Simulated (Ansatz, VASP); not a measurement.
# KCl in VASP and in Ansatz

```xyz
2
Lattice="3.8197 0.0000 0.0000 0.0000 3.8197 0.0000 0.0000 0.0000 3.8197" Properties=species:S:1:pos:R:3 pbc="T T T"
K     0.0000    0.0000    0.0000
Cl    1.9098    1.9098    1.9098
```

Alike in both runs: task single point; functional r2SCAN; k mesh 6 × 6 × 6; occupations gaussian, width 0.05 eV; no spin polarisation.

|  | VASP | Ansatz |
| --- | --- | --- |
| version | VASP 6.6.1 | Ansatz 0.2.0 |
| potentials or method | VASP PAW PBE potentials, release 64 (K_sv, Cl), cutoff 520 eV | scalar-relativistic, plane waves, PAW |
| valence electrons in the cell | 16 | 16 |

```csv
,VASP,Ansatz,Ansatz less VASP
gap on the k mesh at the Fermi level (eV),5.63,5.62,-0.005
least direct gap on the mesh (eV),5.83,5.83,-0.006
pressure (GPa),-0.8,-0.8,+0.05
```

VASP's potentials were made for PBE, not for r2SCAN.
